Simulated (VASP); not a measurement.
**KC: single point with revPBE**

Crystal: KC.

```
K C
1.0
     3.78174   -2.18230    0.00000
     3.78174    2.18230    0.00000
    -2.52741    0.00000    7.13078
K C
2 2
Cartesian
  5.0847 0.0000 1.7809
  -0.0486 0.0000 5.3499
  0.0000 0.0000 0.0000
  2.5180 0.0000 3.5654
```

```yaml
Program: VASP 6.6.1
Task: single point
Functional: revPBE
Potentials_or_basis: VASP PAW PBE potentials, release 64 (K_sv, C)
Cutoff: 520 eV
k_mesh: 7 × 7 × 4
Occupations: fermi-dirac, width 0.1 eV
Spin: no spin polarisation
```

- Pressure: -0.1 GPa
- Largest force: 0.056 eV/Å
- Band gap on the k mesh: zero (bands 13 and 14 overlap by 0.45 eV)

Forces in eV/Å, atoms in the order of the input:
```
K   -0.056  0.000  0.003
K    0.056  0.000 -0.003
C    0.000  0.000  0.000
C    0.000  0.000  0.000
```

Levels at points of the mesh, in eV from the Fermi level:
| k point | band 10 | band 11 | band 12 | band 13 | band 14 | band 15 |
| --- | --- | --- | --- | --- | --- | --- |
| (0.00, 0.00, 0.00) | -8.08 | -1.04 | 0.12 | 0.12 | 0.59 | 0.59 |
| (0.00, 0.00, 0.50) | -8.33 | -0.35 | -0.35 | 0.33 | 0.33 | 0.35 |

Wall time 2.9 min on 1 thread of Intel Xeon 8259CL, with other jobs on the host, peak memory 0.3 GiB.

Caveat: the PAW data sets were made with another functional, which shifts forces and pressure a little.
